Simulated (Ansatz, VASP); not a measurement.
## One calculation of SnSe2, two programs

```
Sn Se
1.0
     3.88574    0.00000    0.00000
    -1.94287    3.36515    0.00000
     0.00000    0.00000    6.25634
Sn Se
1 2
Cartesian
  0.0000 0.0000 0.0000
  1.9429 1.1217 4.6985
  0.0000 2.2434 1.5578
```

Change from the starting cell: volume scaled by 1.06.

Alike in both runs: task single point; functional PBE; k mesh 8 × 8 × 5; occupations fermi-dirac, width 0.05 eV; no spin polarisation.

```csv
,VASP,Ansatz
version,VASP 6.6.1,Ansatz 0.2.0
potentials or method,"VASP PAW PBE potentials, release 64 (Sn_d, Se), cutoff 520 eV","all-electron LAPW, scalar-relativistic"
```

Ansatz gave:

```
gap on the k mesh at the Fermi level (eV)                     : 0.73
least direct gap on the mesh (eV)                             : 0.88
pressure (GPa)                                                : 1.3
traceless stress, the component that is largest in VASP (GPa) : 1.06
rms of the force components (eV/Å)                            : 0.116
```

**Question.** Estimate VASP's values.

**Answer.** gap on the k mesh at the Fermi level (eV): 0.72; least direct gap on the mesh (eV): 0.86; pressure (GPa): 1.4; traceless stress, the component that is largest in VASP (GPa): 1.07; rms of the force components (eV/Å): 0.123.

Atom by atom the forces differ by 0.007 eV/Å (rms over components). Ansatz ran all-electron here, and VASP with PAW potentials.
